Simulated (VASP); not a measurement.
A run of VASP 6.6.1 is set up as follows.

The input POSCAR:

```
NbBr3
1.0
    5.1106516673      0.0000000000      0.0000000000
    0.0000000000      5.1106516673      0.0000000000
    0.0000000000      0.0000000000      5.1106516673
Nb Br
1 3
Direct
    0.0000000000      0.0000000000      0.0000000000
    0.5000000000      0.0000000000      0.0000000000
    0.0000000000      0.5000000000      0.0000000000
    0.0000000000      0.0000000000      0.5000000000
```

File INCAR.step1:

```
SYSTEM = NbBr3
  PREC = Accurate
  ENCUT = 600
  ISMEAR = -1
  SIGMA = 0.08
  LREAL = .FALSE.
  LASPH = .TRUE.
  NELM = 100
  GGA = PE
  ALGO = Normal
  EDIFF = 1E-4
  LWAVE = .TRUE.
  LCHARG = .FALSE.
```

The input INCAR.step2:

```
SYSTEM = NbBr3
  PREC = Accurate
  ENCUT = 600
  EDIFF = 1E-6
  ISMEAR = -1
  SIGMA = 0.08
  LREAL = .FALSE.
  LASPH = .TRUE.
  NELM = 100
  ALGO = Normal
  ISIF = 3
  LWAVE = .FALSE.
  LCHARG = .FALSE.
  METAGGA = R2SCAN
  LMIXTAU = .TRUE.
  IBRION = 2
  NSW = 100
  EDIFFG = -0.005
  ISTART = 1
```

KPOINTS

```
Automatic mesh
0
G
  7 7 7
  0 0 0
```

Potentials or basis: VASP PAW PBE potentials, release 64 (Nb_sv, Br).

Launch:

```console
$ cat potpaw_PBE.64/Nb_sv/POTCAR potpaw_PBE.64/Br/POTCAR > POTCAR
$ cp INCAR.step1 INCAR
$ mpirun -np 1 vasp_std > vasp.out
$ cp INCAR.step2 INCAR
$ mpirun -np 1 vasp_std > vasp.out
```

Q: Predict the band gap on the k mesh.

A: Zero (band 17 reaches 3.02 eV, above the bottom of band 18 at 1.01 eV).

Q: What does it give for the relaxed volume?

A: 34.52 Å³/atom.

Final structure:
```xyz
4
Lattice="5.1684 0.0000 0.0000 0.0000 5.1684 0.0000 0.0000 0.0000 5.1684" Properties=species:S:1:pos:R:3 pbc="T T T"
Nb    0.0000    0.0000    0.0000
Br    2.5842    0.0000    0.0000
Br    0.0000    2.5842    0.0000
Br    0.0000    0.0000    2.5842
```

Caveat: the PAW data sets were made with another functional, which shifts forces and pressure a little.
